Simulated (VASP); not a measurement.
A run of VASP 6.6.1:

The input INCAR:

```
SYSTEM = HfO2
PREC = Accurate
ENCUT = 520
EDIFF = 1E-6
ISMEAR = 0
SIGMA = 0.05
LREAL = .FALSE.
LASPH = .TRUE.
NELM = 60
ALGO = Normal
ISIF = 2
LWAVE = .FALSE.
LCHARG = .FALSE.
GGA = CA
NBANDS = 31
```

Contents of KPOINTS:

```
regular mesh
0
G
  6 6 8
  0 0 0
```

File POSCAR:

```
HfO2
1.0
    4.7888991402      0.0000000000      0.0000000000
    0.0000000000      4.7888991402      0.0000000000
    0.0000000000      0.0000000000      3.1858186410
Hf O
2 4
Direct
    0.0664449265     -0.0664449265      0.0000000000
    0.5000000000      0.5000000000      0.5000000000
    0.1951075730      0.8048924270      0.5000000000
    0.3048924270      0.3048924270      0.0000000000
    0.6951075730      0.6951075730      0.0000000000
    0.8048924270      0.1951075730      0.5000000000
```

Potentials or basis: VASP PAW LDA potentials, release 64 (Hf_pv, O).

Run with:

```bash
$ cat potpaw_LDA.64/Hf_pv/POTCAR potpaw_LDA.64/O/POTCAR > POTCAR
$ mpirun -np 1 vasp_std > vasp.out
```

Hardware: 1 thread of Intel(R) Xeon(R) 6975P-C (Granite Rapids) (shared host).

Problem. Estimate the wall time of this run.

Solution. Wall time 39 s on 1 thread of Intel(R) Xeon(R) 6975P-C (Granite Rapids), with other jobs on the host, peak memory 0.23 GiB. Counts: scf iterations 14, k points 65.
